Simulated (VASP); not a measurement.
Write the native input for VASP 6.6.1 that does the following.

* Task: single point
* Functional: PBE
* Potentials or basis: VASP PAW PBE potentials, release 64 (Mg, Te)
* Cutoff: 520 eV
* k mesh: 4 × 4 × 4
* Occupations: gaussian, width 0.2 eV
* Spin: no spin polarisation
* Dipole correction: no
* Further INCAR settings: ALGO = Fast; EDIFF = 1e-06; NBANDS = 20

The structure of Mg7Te lies in POSCAR:

```
Mg7Te
1.0
    0.0000000000      4.5646094582      4.5646094582
    4.5646094582      0.0000000000      4.5646094582
    4.5646094582      4.5646094582      0.0000000000
Mg Te
7 1
Direct
    0.5000000000      0.0000000000      0.0000000000
    0.0000000000      0.0000000000      0.5000000000
    0.0000000000      0.5000000000      0.0000000000
    0.0000000000      0.5000000000      0.5000000000
    0.5000000000      0.5000000000      0.0000000000
    0.5000000000      0.0000000000      0.5000000000
    0.5000000000      0.5000000000      0.5000000000
    0.0000000000      0.0000000000      0.0000000000
```

These files were run (other wordings do the same):

INCAR

```
PREC = Accurate
ENCUT = 520
EDIFF = 1E-6
ISMEAR = 0
SIGMA = 0.2
LREAL = F
LASPH = T
NELM = 100
ALGO = Fast
ISIF = 2
LWAVE = F
LCHARG = F
GGA = PE
NBANDS = 20
```

KPOINTS

```
regular mesh
0
Gamma
  4 4 4
```

Potentials or basis: VASP PAW PBE potentials, release 64 (Mg, Te).

Command:

```sh
$ cat potpaw_PBE.64/Mg/POTCAR potpaw_PBE.64/Te/POTCAR > POTCAR
$ mpirun -np 1 vasp_std > vasp.out
```

Results of the run:

```
Pressure               : -0.3 GPa
Band gap on the k mesh : zero (bands 10 and 11 overlap by 1.21 eV)
```

Caveat: spin-orbit coupling is left out, which moves the levels of the heavy elements.

Run time: 42 s on 1 thread of Intel Xeon 8259CL (shared host), peak memory 0.32 GiB.
